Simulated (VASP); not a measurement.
## WC (sol): single point with PBEsol

Crystal: WC (sol).

```
CELL_PARAMETERS angstrom
2.89858 0.00000 0.00000
-1.44929 2.51024 0.00000
0.00000 0.00000 2.82803
ATOMIC_POSITIONS crystal
W 0.00000 0.00000 0.00000
C 0.66667 0.33333 0.50000
```

```json
{"Program": "VASP 6.6.1", "Task": "single point", "Functional": "PBEsol", "Potentials or basis": "VASP PAW PBE potentials, release 64 (W_sv, C)", "Cutoff": "520 eV", "k mesh": "18 × 18 × 14", "Occupations": "gaussian, width 0.1 eV", "Spin": "no spin polarisation", "Dipole correction": "no", "Further INCAR settings": "ALGO = Normal; EDIFF = 1e-06; NBANDS = 16"}
```

```
Pressure               : 1.2 GPa
Band gap on the k mesh : zero (band 9 reaches 11.69 eV, above the bottom of band 10 at 10.45 eV)
```

Stress tensor (GPa, compression positive):
```
1.07 0.00 0.00
0.00 1.07 0.00
0.00 0.00 1.38
```

Levels at points of the mesh, in eV from the Fermi level:
```
           k point  band 6  band 7  band 8  band 9  band 10  band 11  band 12  band 13
(0.00, 0.00, 0.00)   -4.38   -3.36   -3.36    0.12     3.27     3.27     5.71     5.71
(0.50, 0.00, 0.00)   -7.08   -3.65   -3.63   -0.44     2.36     4.59     4.96     6.93
(0.00, 0.00, 0.50)   -8.73   -2.03   -2.03   -0.60    -0.60     3.74     4.55     4.55
(0.50, 0.00, 0.50)   -6.52   -4.36   -4.19    0.31     4.50     5.39     6.74     9.31
```

Run time: 29 s on 1 thread of Intel(R) Xeon(R) 6975P-C (Granite Rapids), on a shared host, peak memory 0.22 GiB.

Caveat: the PAW data sets were made with another functional, which shifts forces and pressure a little; spin-orbit coupling is left out, which moves the levels of the heavy elements.
